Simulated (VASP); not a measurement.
# In2P (P3_121) in VASP: a series of runs

In2P is run at these levels: PBE; tasks: single point.

Program: VASP 6.6.1. These are calculated values, not measurements. Logs are shortened: lines on timing, memory, paths and dates and some standing lists are left out, and cuts for length are marked.

**1. The cell of the first run**

The structure is trigonal, space group P3_121 (No. 152). Conventional cell: a = 6.364 Å, b = 6.364 Å, c = 7.001 Å, α = 90.00°, β = 90.00°, γ = 120.00°. Within 2.8 Å of In (site symmetry 1) lie 2 P at 2.08 to 2.09 Å. P (site symmetry 2) has 4 In at 2.08 to 2.09 Å within 2.8 Å.

**2. Single point, PBE**

File INCAR:

```
ALGO = Normal ; EDIFF = 1E-7
ENCUT = 520 ; GGA = PE
ISIF = 2 ; ISMEAR = 0
LASPH = T ; LCHARG = F
LREAL = F ; LWAVE = F
NBANDS = 56 ; NELM = 60
PREC = Accurate ; SIGMA = 0.1
```

File KPOINTS:

```
k-points
0
Gamma
  3 3 4
```

File POSCAR:

```
In2P
1.0
    6.3641192885      0.0000000000      0.0000000000
   -3.1820596442      5.5114889765      0.0000000000
    0.0000000000      0.0000000000      7.0014397047
In P
6 3
Direct
    0.4150000000      0.2720000000      0.2130000000
    0.7280000000      0.1430000000      0.5463333333
    0.8570000000      0.5850000000      0.8796666667
    0.2720000000      0.4150000000      0.7870000000
    0.1430000000      0.7280000000      0.4536666667
    0.5850000000      0.8570000000      0.1203333333
    0.4650000000      0.0000000000      0.3333333333
    0.0000000000      0.4650000000      0.6666666667
    0.5350000000      0.5350000000      0.0000000000
```

Potentials or basis: VASP PAW PBE potentials, release 64 (In_d, P).

Run with:

```bash
cat potpaw_PBE.64/In_d/POTCAR potpaw_PBE.64/P/POTCAR > POTCAR
mpirun -np 1 vasp_std > vasp.out
```

OUTCAR:

```text
EDIFF = 1E-7
   ENCUT = 520
   GGA = PE
   ISIF = 2
   ISMEAR = 0
   LASPH = T
   LREAL = F
   NELM = 60
   PREC = Accurate

 ion  position               nearest neighbor table
   1  0.415  0.272  0.213-   9 2.08   7 2.09   4 3.37   6 3.38   6 3.38   2 3.42   3 3.42   5 3.44

   2  0.728  0.143  0.546-   7 2.08   8 2.09   6 3.37   5 3.38   5 3.38   1 3.42   3 3.42   4 3.44

   3  0.857  0.585  0.880-   8 2.08   9 2.09   5 3.37   4 3.38   4 3.38   1 3.42   2 3.42   6 3.44

   4  0.272  0.415  0.787-   9 2.08   8 2.09   1 3.37   3 3.38   3 3.38   5 3.42   6 3.42   2 3.44

   5  0.143  0.728  0.454-   8 2.08   7 2.09   3 3.37   2 3.38   2 3.38   4 3.42   6 3.42   1 3.44

   6  0.585  0.857  0.120-   7 2.08   9 2.09   2 3.37   1 3.38   1 3.38   4 3.42   5 3.42   3 3.44

   7  0.465  0.000  0.333-   6 2.08   2 2.08   1 2.09   5 2.09
   8  0.000  0.465  0.667-   5 2.08   3 2.08   4 2.09   2 2.09
   9  0.535  0.535  0.000-   1 2.08   4 2.08   6 2.09   3 2.09

  LATTYP: Found a hexagonal cell.
 ALAT       =     6.3641192885
 C/A-ratio  =     1.1001427515

  Lattice vectors:

 A1 = (   6.3641192885,   0.0000000000,   0.0000000000)
 A2 = (  -3.1820596442,   5.5114889765,   0.0000000000)
 A3 = (   0.0000000000,   0.0000000000,   7.0014397047)

Analysis of symmetry for initial positions (statically):
=====================================================================
 Subroutine PRICEL returns:
 Original cell was already a primitive cell.

 Routine SETGRP: Setting up the symmetry group for a
 hexagonal supercell.

 Subroutine GETGRP returns: Found  6 space group operations
 (whereof  2 operations were pure point group operations)
 out of a pool of 24 trial point group operations.

The static configuration has the point symmetry C_2 .
 The point group associated with its full space group is D_3 .

Analysis of symmetry for dynamics (positions and initial velocities):
=====================================================================
 Subroutine PRICEL returns:
 Original cell was already a primitive cell.

 Routine SETGRP: Setting up the symmetry group for a
 hexagonal supercell.

 Subroutine GETGRP returns: Found  6 space group operations
 (whereof  2 operations were pure point group operations)
 out of a pool of 24 trial point group operations.

The dynamic configuration has the point symmetry C_2 .
 The point group associated with its full space group is D_3 .

 Subroutine INISYM returns: Found  6 space group operations
 (whereof  2 operations are pure point group operations),
 and found     1 'primitive' translations

----------------------------------------------------------------------------------------

                                     Primitive cell

  volume of cell :     245.5809

  direct lattice vectors                    reciprocal lattice vectors
     6.364119289  0.000000000  0.000000000     0.157130933  0.090719586  0.000000000
    -3.182059644  5.511488976  0.000000000     0.000000000  0.181439173  0.000000000
     0.000000000  0.000000000  7.001439705     0.000000000  0.000000000  0.142827767

  length of vectors
     6.364119289  6.364119288  7.001439705     0.181439173  0.181439173  0.142827767

  position of ions in fractional coordinates (direct lattice)
     0.415000000  0.272000000  0.213000000
     0.728000000  0.143000000  0.546333333
     0.857000000  0.585000000  0.879666667
     0.272000000  0.415000000  0.787000000
     0.143000000  0.728000000  0.453666667
     0.585000000  0.857000000  0.120333333
     0.465000000  0.000000000  0.333333333
     1.000000000  0.465000000  0.666666667
     0.535000000  0.535000000  0.000000000

  ion indices of the primitive-cell ions
   primitive index   ion index
                 1           1
                 2           2
                 3           3
                 4           4
                 5           5
                 6           6
                 7           7
                 8           8
                 9           9

----------------------------------------------------------------------------------------

 KPOINTS: k-points

Automatic generation of k-mesh.
 Grid dimensions read from file:
 generate k-points for:    3    3    4

 Generating k-lattice:

  Cartesian coordinates                     Fractional coordinates (reciprocal lattice)
     0.052376978  0.030239862  0.000000000     0.333333333  0.000000000  0.000000000
     0.000000000  0.060479724  0.000000000     0.000000000  0.333333333  0.000000000
     0.000000000  0.000000000  0.035706942     0.000000000  0.000000000  0.250000000

  Length of vectors
     0.060479724  0.060479724  0.035706942

  Shift w.r.t. Gamma in fractional coordinates (k-lattice)
     0.000000000  0.000000000  0.000000000

 Subroutine IBZKPT returns following result:
 ===========================================

 Found     10 irreducible k-points:

 Following reciprocal coordinates:
            Coordinates               Weight
  0.000000  0.000000  0.000000      1.000000
  0.333333  0.000000  0.000000      6.000000
  0.333333  0.333333  0.000000      2.000000
  0.000000  0.000000  0.250000      2.000000
  0.333333  0.000000  0.250000      6.000000
  0.000000  0.333333  0.250000      6.000000
  0.333333  0.333333  0.250000      4.000000
  0.000000  0.000000  0.500000      1.000000
  0.333333  0.000000  0.500000      6.000000
  0.333333  0.333333  0.500000      2.000000
   k-points           NKPTS =     10   k-points in BZ     NKDIM =     10   number of bands    NBANDS=     56
   number of dos      NEDOS =    301   number of ions     NIONS =      9
   total plane-waves  NPLWV = 124416
   dimension x,y,z NGX =    48 NGY =   48 NGZ =   54
   dimension x,y,z NGXF=    96 NGYF=   96 NGZF=  108
   ions per type =               6   3
   NGX,Y,Z   is equivalent  to a cutoff of  12.54, 12.54, 12.82 a.u.
   NGXF,Y,Z  is equivalent  to a cutoff of  25.08, 25.08, 25.64 a.u.
 SYSTEM =  unknown system
   PREC   = accura    normal or accurate (medium, high low for compatibility)
   ISTART =      0    job   : 0-new  1-cont  2-samecut
   ICHARG =      2    charge: 1-file 2-atom 10-const
   ISPIN  =      1    spin polarized calculation?
   LNONCOLLINEAR =      F non collinear calculations
   LSORBIT =      F    spin-orbit coupling
   LASPH  =      T    aspherical Exc in radial PAW
   ENCUT  =  520.0 eV  38.22 Ry    6.18 a.u.  11.83 11.83 13.02*2*pi/ulx,y,z
   NELM   =     60;   NELMIN=  2; NELMDL= -5     # of ELM steps
   EDIFF  = 0.1E-06   stopping-criterion for ELM
   LREAL  =      F    real-space projection
   EDIFFG = 0.1E-05   stopping-criterion for IOM
   NSW    =      0    number of steps for IOM
   IBRION =     -1    ionic relax: 0-MD 1-quasi-New 2-CG
   NFREE  =      0    steps in history (QN), initial steepest desc. (CG)
   ISIF   =      2    stress and relaxation
   ISYM   =      2    0-nonsym 1-usesym 2-fastsym
   POTIM  = 0.5000    time-step for ionic-motion
   TEBEG  =    0.0;   TEEND  =   0.0 temperature during run
   PSTRESS=    0.0 pullay stress
   NELECT =      93.0000    total number of electrons
   NUPDOWN=      -1.0000    fix difference up-down
   EMIN   =  10.00;   EMAX   =-10.00  energy-range for DOS
   EFERMI =   0.00;   METHOD = LEGACY
   ISMEAR =     0;   SIGMA  =   0.10  broadening in eV -4-tet -1-fermi 0-gaus
   EFERMI_NEDOS =   21; number of points for ismear=-14 and -15
   IALGO  =     38    algorithm
   IMIX   =      4    mixing-type and parameters
     AMIX     =   0.40;   BMIX     =  1.00
     AMIX_MAG =   1.60;   BMIX_MAG =  1.00
  volume/ion in A,a.u.               =      27.29       184.14
  Fermi-wavevector in a.u.,A,eV,Ry     =   1.184416  2.238222 19.086815  1.402841
  Thomas-Fermi vector in A             =   2.320631
   LORBIT       =      0    0 simple, 1 ext, 2 COOP (PROOUT), +10 PAW based schemes
   GGA     = PE    functional components
   LHFCALC =     F    Hartree Fock is set to
   AEXX    =    0.0000 exact exchange contribution
   IVDW    =     0    specifies the selected vdW correction
   LEPSILON=     F    determine dielectric tensor
   LRPA    =     F    only Hartree local field effects (RPA)
 non-spin polarized calculation
 Gauss-broadening in eV      SIGMA  =   0.10
  energy-cutoff  :      520.00
  volume of cell :      245.58
 maximum number of plane-waves:      6638
 NGX is ok and might be reduce to    48
   NGX = 23   NGY = 23   NGZ = 27

 number of electron      92.9999974 magnetization

 Free energy of the ion-electron system (eV)
  ---------------------------------------------------
  ext. energy  EPLUGINS =         0.00000000
  ---------------------------------------------------
  free energy    TOTEN  =        -9.37565745 eV

  energy without entropy =       -9.36398901  energy(sigma->0) =       -9.36982323

 E-fermi :   6.0696     XC(G=0):  -9.0463

 val. band max:        6.0102648711   @ k =   0.3333   0.3333   0.2500
 cond. band min:       6.1675173383   @ k =   0.3333   0.0000   0.0000
 fundamental gap:      0.1572524672
 Fermi energy:         6.0695605977

 k-point     1 :       0.0000    0.0000    0.0000
  band No.  band energies     occupation
      1     -12.1306      2.00000
      2     -11.2778      2.00000
      3     -11.2778      2.00000
      4     -10.6672      2.00000
      5     -10.6672      2.00000
      6     -10.4372      2.00000
[... 48 lines left out ...]
     55       9.7338      0.00000
     56       9.7338      0.00000

 k-point     2 :       0.3333    0.0000    0.0000
  band No.  band energies     occupation
      1     -11.9778      2.00000
      2     -11.5182      2.00000
      3     -11.3301      2.00000
      4     -10.6074      2.00000
      5     -10.5727      2.00000
      6     -10.4929      2.00000
[... 48 lines left out ...]
     55       9.1044      0.00000
     56       9.5228      0.00000
[... 411 lines left out ...]
     55       9.1958      0.00000
     56       9.6788      0.00000

 k-point    10 :       0.3333    0.3333    0.5000
  band No.  band energies     occupation
      1     -11.9219      2.00000
      2     -11.4628      2.00000
      3     -11.4628      2.00000
      4     -10.6128      2.00000
      5     -10.6128      2.00000
      6     -10.4308      2.00000
[... 48 lines left out ...]
     55       8.6968      0.00000
     56       9.5963      0.00000

------------------------ aborting loop because EDIFF is reached ----------------------------------------

  FORCE on cell =-STRESS in cart. coord.  units (eV):
  Direction    XX          YY          ZZ          XY          YZ          ZX
  --------------------------------------------------------------------------------------
  -------------------------------------------------------------------------------------
  Total       62.1636817     62.1636817     63.8794744      0.0000000      0.0000000      0.0000000
  in kB      405.5577478    405.5577478    416.7516318      0.0000000      0.0000000      0.0000000
  external PRESSURE =     409.2890424 kB  Pullay stress =       0.0000000 kB

 VOLUME and BASIS-vectors are now :
 -----------------------------------------------------------------------------
  energy-cutoff  :      520.00
  volume of cell :      245.58
      direct lattice vectors                 reciprocal lattice vectors
     6.364119289  0.000000000  0.000000000     0.157130933  0.090719586  0.000000000
    -3.182059644  5.511488976  0.000000000     0.000000000  0.181439173  0.000000000
     0.000000000  0.000000000  7.001439705     0.000000000  0.000000000  0.142827767

 POSITION                                       TOTAL-FORCE (eV/Angst)
 -----------------------------------------------------------------------------------
      1.77559      1.49913      1.49131        -4.823905     -0.066490      2.886187
      4.17804      0.78814      3.82512         2.469535     -4.144379      2.886187
      3.59255      3.22422      6.15893         2.354371      4.210869      2.886187
      0.41049      2.28727      5.51013         2.354371     -4.210869     -2.886187
     -1.40647      4.01236      3.17632        -4.823905      0.066490     -2.886187
      0.99598      4.72335      0.84251         2.469535      4.144379     -2.886187
      2.95932      0.00000      2.33381        -0.537844      0.000000     -0.000000
     -1.47966      2.56284      4.66763         0.268922     -0.465787     -0.000000
      1.70240      2.94865      0.00000         0.268922      0.465787     -0.000000
 -----------------------------------------------------------------------------------
    total drift:                               -0.000001     -0.000003      0.000001

  FREE ENERGIE OF THE ION-ELECTRON SYSTEM (eV)
  ---------------------------------------------------
  free  energy   TOTEN  =        -9.3756574540 eV

  energy  without entropy=       -9.3639890054  energy(sigma->0) =       -9.36982323
```

It took 5.7 min on 1 thread of Intel Xeon 8259CL, shared host; peak memory 0.39 GiB.

Results:

```yaml
Free_energy: -9.3757 eV
Pressure: 40.9 GPa
Largest_force: 5.622 eV/Å
Band_gap_on_the_k_mesh: zero (an odd number of electrons rules out a gap without spin polarisation)
```

Forces in eV/Å, atoms in the order of the input:
```
In  -4.824 -0.066  2.886
In   2.470 -4.144  2.886
In   2.354  4.211  2.886
In   2.354 -4.211 -2.886
In  -4.824  0.066 -2.886
In   2.470  4.144 -2.886
P   -0.538  0.000  0.000
P    0.269 -0.466  0.000
P    0.269  0.466  0.000
```

Levels at points of the mesh, in eV from the Fermi level:
```csv
k point,band 44,band 45,band 46,band 47,band 48,band 49,band 50,band 51
"(0.00, 0.00, 0.00)",-1.46,-1.46,-0.69,-0.31,0.53,0.53,1.91,1.91
"(0.00, 0.00, 0.50)",-1.24,-1.17,0.14,0.14,0.77,0.99,0.99,1.31
```

Caveat: the k points lie up to 0.38 Å⁻¹ apart, too coarse for converged energies and pressures of a metal; spin-orbit coupling is left out, which moves the levels of the heavy elements; forces of over 1 eV/Å act on the atoms, so gaps and moduli don't describe the material at rest.

**3. Single point, PBE**

This run uses another cell than the first one, of 33.11 Å³/atom.

File INCAR:

```
PREC = Accurate
ENCUT = 520
EDIFF = 1E-6
ISMEAR = 0
SIGMA = 0.1
LREAL = F
LASPH = T
NELM = 60
ALGO = Normal
ISIF = 2
LWAVE = F
LCHARG = F
GGA = PE
NBANDS = 56
```

File KPOINTS:

```
Automatic mesh
0
Gamma
  3 3 4
```

File POSCAR:

```
In2P
1.0
    7.0179580493      0.0000000000      0.0000000000
   -3.5089790246      6.0777299534      0.0000000000
    0.0000000000      0.0000000000      6.9860486754
In P
6 3
Direct
    0.3609679456      0.2648818003      0.3153175151
    0.7351181997      0.0960861453      0.6486508484
    0.9039138547      0.6390320544      0.9819841818
    0.2648818003      0.3609679456      0.6846824849
    0.0960861453      0.7351181997      0.3513491516
    0.6390320544      0.9039138547      0.0180158182
    0.5209183161      0.0000000000      0.3333333333
    0.0000000000      0.5209183161      0.6666666667
    0.4790816839      0.4790816839      0.0000000000
```

Potentials or basis: VASP PAW PBE potentials, release 64 (In_d, P).

Run with:

```bash
cat potpaw_PBE.64/In_d/POTCAR potpaw_PBE.64/P/POTCAR > POTCAR
mpirun -np 1 vasp_std > vasp.out
```

It took 6.1 min on 1 thread of Intel Xeon 8259CL, shared host; peak memory 0.46 GiB.

The run converged. Its results:

| Quantity | Value |
| --- | --- |
| Free energy | -29.6467 eV |
| Pressure | 0.2 GPa |
| Largest force | 0.016 eV/Å |
| Band gap on the k mesh | zero (an odd number of electrons rules out a gap without spin polarisation) |

Forces on the atoms (eV/Å):
```
In  -0.001  0.004 -0.002
In  -0.003 -0.003 -0.002
In   0.004 -0.001 -0.002
In   0.004  0.001  0.002
In  -0.001 -0.004  0.002
In  -0.003  0.003  0.002
P    0.016  0.000  0.000
P   -0.008  0.014  0.000
P   -0.008 -0.014  0.000
```

Stress tensor (GPa, compression positive):
```
0.23 0.00 0.00
0.00 0.23 0.00
0.00 0.00 0.14
```

Levels at points of the mesh, in eV from the Fermi level:
```csv
k point,band 42,band 43,band 44,band 45,band 46,band 47,band 48,band 49,band 50,band 51
"(0.00, 0.00, 0.00)",-2.65,-2.46,-1.66,-1.66,-0.95,0.59,0.59,0.79,1.19,1.19
"(0.00, 0.00, 0.50)",-3.07,-1.66,-1.66,-0.52,-0.37,-0.37,0.48,0.96,0.96,1.73
```

Caveat: spin-orbit coupling is left out, which moves the levels of the heavy elements.

The gap in the log of VASP goes by the Fermi energy; the results here count the filled bands.